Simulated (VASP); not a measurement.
Wanted: the native input for a VASP 6.6.1 run.

| Property | Result |
| --- | --- |
| Task | single point |
| Functional | LDA |
| Potentials or basis | VASP PAW LDA potentials, release 64 (Cu) |
| Cutoff | 520 eV |
| k mesh | 12 × 12 × 7 |
| Occupations | fermi-dirac, width 0.05 eV |
| Spin | no spin polarisation |
| Dipole correction | no |
| Further INCAR settings | ALGO = Fast; EDIFF = 1e-06; NBANDS = 18 |

The structure of Cu lies in POSCAR:

```
Cu
1.0
    2.4823658959      0.0000000000      0.0000000000
   -1.2411829479      2.1497919273      0.0000000000
    0.0000000000      0.0000000000      4.0286174227
Cu
2
Direct
    0.6666666667      0.3333333333      0.7500000000
    0.3333333333      0.6666666667      0.2500000000
```

This cell differs from its parent crystal: volume scaled by 0.94.

The input as run:

INCAR

```
SYSTEM = Cu
  ALGO = Fast
  EDIFF = 1E-6
  ENCUT = 520
  ISIF = 2
  ISMEAR = -1
  LASPH = .True.
  LCHARG = .False.
  LREAL = .False.
  LWAVE = .False.
  NBANDS = 18
  NELM = 100
  PREC = Accurate
  SIGMA = 0.05
```

KPOINTS

```
k-points
0
Gamma
  12 12 7
  0 0 0
```

Potentials or basis: VASP PAW LDA potentials, release 64 (Cu).

The run is started by

```sh
$ cat potpaw_LDA.64/Cu/POTCAR > POTCAR
$ mpirun -np 1 vasp_std > vasp.out
```

It gave:

```
Pressure               : 3.7 GPa
Band gap on the k mesh : zero (band 11 reaches 12.78 eV, above the bottom of band 12 at 6.54 eV)
```

Run time: 28 s on 1 thread of Intel(R) Xeon(R) Platinum 8175M CPU @ 2.50GHz (Skylake/Cascade Lake), on a shared host, peak memory 0.13 GiB.
